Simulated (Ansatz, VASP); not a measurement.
# N in VASP and in Ansatz

```xyz
4
Lattice="4.4609 0.0000 0.0000 0.0000 4.4609 0.0000 0.0000 0.0000 5.7930" Properties=species:S:1:pos:R:3 pbc="T T T"
N     4.0717    4.0743    0.0020
N     2.6194    1.8463    2.8992
N     0.3885    0.3911    0.0045
N     1.8419    2.6241    2.9006
```

Alike in both runs: functional PBEsol; k mesh 6 × 6 × 4; no spin polarisation.

Ansatz relaxed the structure, and its values are those at the end. VASP's run is a single point on that final structure, the one shown.

|  | VASP | Ansatz |
| --- | --- | --- |
| version | VASP 6.6.1 | Ansatz 0.2.0 |
| potentials or method | VASP PAW PBE potentials, release 64 (N) | PAW with Ansatz's default frozen-core files, scalar-relativistic |
| plane-wave cutoff (eV) | 520 | 420 |
| occupations | gaussian, width 0.01 eV | fixed |
| valence electrons in the cell | 20 | 20 |

Ansatz gave:

* pressure (GPa): 0.0
* rms of the force components (eV/Å): 0.001

Question: Estimate VASP's values.

Answer: Pressure (GPa): 1.7; rms of the force components (eV/Å): 1.079.

VASP's potentials were made for PBE, not for PBEsol. Ansatz's warnings: displaced walk ended near start symmetry, relaxation start displaced, stress scf threshold loose.

Noted on VASP's run: the standard files for N, O and F lose accuracy on very short bonds.
